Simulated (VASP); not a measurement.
Write the native input for VASP 6.6.1 that does the following.

* Task: single point
* Functional: PBE
* Potentials or basis: VASP PAW PBE potentials, release 64 (Sr_sv)
* Cutoff: 500 eV
* k mesh: 4 × 4 × 4
* Occupations: fermi-dirac, width 0.1 eV
* Spin: no spin polarisation
* Dipole correction: no
* Further INCAR settings: ALGO = Normal; EDIFF = 1e-06; NBANDS = 11

The structure of Sr lies in POSCAR:

```
Sr
1.0
   -3.0167746722      0.0000000000      3.0167746722
    0.0000000000      3.0167746722      3.0167746722
   -3.0167746722      3.0167746722      0.0000000000
Sr
1
Direct
    0.0000000000      0.0000000000      0.0000000000
```

One way to write it, as run:

INCAR

```
SYSTEM = Sr
PREC = Accurate
ENCUT = 500
EDIFF = 1E-6
ISMEAR = -1
SIGMA = 0.1
LREAL = .FALSE.
LASPH = .TRUE.
NELM = 120
ALGO = Normal
ISIF = 2
LWAVE = .FALSE.
LCHARG = .FALSE.
GGA = PE
NBANDS = 11
GGA_COMPAT = .FALSE.
```

KPOINTS

```
Automatic mesh
0
G
  4 4 4
  0 0 0
```

Potentials or basis: VASP PAW PBE potentials, release 64 (Sr_sv).

The run is started by

```bash
$ cat potpaw_PBE.64/Sr_sv/POTCAR > POTCAR
$ mpirun -np 1 vasp_std > vasp.out
```

Results of the run:

| Item | Value |
| --- | --- |
| Pressure | 0.1 GPa |

Caveat: the k points lie up to 0.45 Å⁻¹ apart.

Wall time 2.5 s on 1 thread of Intel(R) Xeon(R) 6975P-C (Granite Rapids), with other jobs on the host, peak memory 0.17 GiB.
